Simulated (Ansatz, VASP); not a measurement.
## MgO in VASP and in Ansatz

```
CELL_PARAMETERS angstrom
0.00000 2.10217 2.10217
2.10217 0.00000 2.10217
2.10217 2.10217 0.00000
ATOMIC_POSITIONS crystal
Mg 0.00000 0.00000 0.00000
O 0.50000 0.50000 0.50000
```

Alike in both runs: task single point; functional LDA; k mesh 10 × 10 × 10; no spin polarisation.

|  | VASP | Ansatz |
| --- | --- | --- |
| version | VASP 6.6.1 | Ansatz 0.2.0 |
| potentials or method | VASP PAW LDA potentials, release 64 (Mg_sv, O) | plane waves, PAW |
| plane-wave cutoff (eV) | 840 | 420 |
| occupations | gaussian, width 0.01 eV | fixed |
| valence electrons in the cell | 16 | 16 |

|  | VASP | Ansatz | Ansatz less VASP |
| --- | --- | --- | --- |
| gap on the k mesh at the Fermi level (eV) | 4.72 | 4.71 | -0.011 |
| pressure (GPa) | -4.7 | -5.2 | -0.52 |

LDA's correlation is that of Perdew and Zunger in VASP and of Perdew and Wang (1992) in Ansatz.
